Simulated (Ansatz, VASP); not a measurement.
## Al3BP4 in VASP and in Ansatz

```
Al B P
1.0
     5.27664    0.00000    0.00000
     0.00000    5.27664    0.00000
     0.00000    0.00000    5.27664
Al B P
3 1 4
Direct
  0.50000 0.00000 0.50000
  0.50000 0.50000 0.00000
  0.00000 0.50000 0.50000
  0.00000 0.00000 0.00000
  0.22591 0.77409 0.77409
  0.22591 0.22591 0.22591
  0.77409 0.77409 0.22591
  0.77409 0.22591 0.77409
```

Alike in both runs: functional PBE; k mesh 6 × 6 × 6; occupations gaussian, width 0.02 eV; no spin polarisation.

Ansatz relaxed the structure, and its values are those at the end. VASP's run is a single point on that final structure, the one shown.

|  | VASP | Ansatz |
| --- | --- | --- |
| version | VASP 6.6.1 | Ansatz 0.2.0 |
| potentials or method | VASP PAW PBE potentials, release 64 (Al, B, P), cutoff 520 eV | scalar-relativistic, plane waves, PAW |
| valence electrons in the cell | 32 | 32 |

Ansatz gave:

| Quantity | Value |
| --- | --- |
| gap on the k mesh at the Fermi level (eV) | 1.04 |
| least direct gap on the mesh (eV) | 1.42 |
| pressure (GPa) | 0.0 |

Estimate VASP's values.

gap on the k mesh at the Fermi level (eV): 1.04; least direct gap on the mesh (eV): 1.42; pressure (GPa): -0.1.
